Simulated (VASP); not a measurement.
MnAs, 4 atoms in the cell. It takes space group P6_3/mmc (No. 194, hexagonal). Conventional cell: a = 3.585 Å, b = 3.585 Å, c = 5.421 Å, α = 90.00°, β = 90.00°, γ = 120.00°. As (site symmetry -6m2) has 6 Mn at 2.47 Å and 12 As at 3.41 to 3.59 Å within 3.6 Å. Mn (site symmetry -3m) has 6 As at 2.47 Å and 2 Mn at 2.71 Å within 3.3 Å. 

| Quantity | Value |
| --- | --- |
| Program | VASP 6.6.1 |
| Task | single point |
| Functional | PBE |
| Dispersion | D3(BJ) |
| Potentials or basis | VASP PAW PBE potentials, release 64 (As, Mn_pv) |
| Cutoff | 520 eV |
| k mesh | 8 × 8 × 5 |
| Occupations | fermi-dirac, width 0.05 eV |
| Spin | collinear spin, ferromagnetic start |
| Starting moments | [0.0, 0.0, 4.0, 4.0] μB |
| Dipole correction | no |
| Further INCAR settings | ALGO = Normal; EDIFF = 1e-07; NBANDS = 30 |

Potentials or basis: VASP PAW PBE potentials, release 64 (As, Mn_pv).

The run is started by

```bash
$ cat potpaw_PBE.64/As/POTCAR potpaw_PBE.64/Mn_pv/POTCAR > POTCAR
$ mpirun -np 1 vasp_std > vasp.out
```

Hardware: 1 thread of Intel(R) Xeon(R) 6975P-C (Granite Rapids), with other jobs on the host.

Task: How long does it take, and how much memory?

Result: It took 55 s on 1 thread of Intel(R) Xeon(R) 6975P-C (Granite Rapids), with other jobs on the host, peak memory 0.25 GiB. Counts: scf iterations 17, k points 30.
